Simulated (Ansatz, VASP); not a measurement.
**One calculation of Mo, two programs**

The input INCAR:

```
SYSTEM = Mo
PREC     = Accurate       ! precision mode
ENCUT    = 520            ! plane-wave cutoff, eV
EDIFF    = 1E-6           ! SCF threshold, eV
ISMEAR   = 0              ! smearing method
SIGMA    = 0.15           ! smearing width, eV
LREAL    = .False.        ! projectors in reciprocal space
LASPH    = .True.         ! aspherical terms in the spheres
NELM     = 60             ! most SCF steps
ALGO     = Fast           ! electronic algorithm
ISIF     = 2              ! what is computed and relaxed
LWAVE    = .False.        ! write WAVECAR
LCHARG   = .False.        ! write CHGCAR
GGA      = CA             ! functional
NBANDS   = 13             ! bands
```

File KPOINTS:

```
regular mesh
0
Gamma
  22 22 22
  0 0 0
```

File POSCAR:

```
Mo
1.0
   -1.5710000000      1.5710000000      1.4924500000
    1.5710000000     -1.5710000000      1.4924500000
    1.5710000000      1.5710000000     -1.4924500000
Mo
1
Direct
    0.0000000000      0.0000000000      0.0000000000
```

Input for Ansatz:

```yaml
crystal:
  lattice:
    - [-1.571, 1.571, 1.49245]
    - [1.571, -1.571, 1.49245]
    - [1.571, 1.571, -1.49245]
  atoms:
    - { symbol: Mo, position: [0.0, 0.0, 0.0] }
basis:
  ecutwfc: 420
kpoints:
  mp_grid: { grid: [22, 22, 22] }
hamiltonian:
  xc: lda
scf:
  occupations: { method: gaussian, width: 0.15 }
output:
  forces: true
  stress: true
  eigenvalues: true
```

Change from the starting cell: strain -0.0500 x Voigt [0, 0, 1, 0, 0, 0], atoms carried along.

Alike in both runs: task single point; functional LDA; k mesh 22 × 22 × 22; occupations gaussian, width 0.15 eV; no spin polarisation.

|  | VASP | Ansatz |
| --- | --- | --- |
| version | VASP 6.6.1 | Ansatz 0.2.0 |
| potentials or method | VASP PAW LDA potentials, release 64 (Mo_sv), cutoff 520 eV | scalar-relativistic, plane waves, PAW |
| valence electrons in the cell | 14 | 14 |

VASP gave:

| Property | Result |
| --- | --- |
| gap on the k mesh at the Fermi level (eV) | none |
| pressure (GPa) | 8.4 |
| traceless stress, the component that is largest in VASP (GPa) | 11.92 |

Task: What did Ansatz give for the same quantities?

Result: gap on the k mesh at the Fermi level (eV): none; pressure (GPa): 7.1; traceless stress, the component that is largest in VASP (GPa): 11.90.

LDA's correlation is that of Perdew and Zunger in VASP and of Perdew and Wang (1992) in Ansatz. A gap of «none» marks a metal or a gap that the smearing closes.
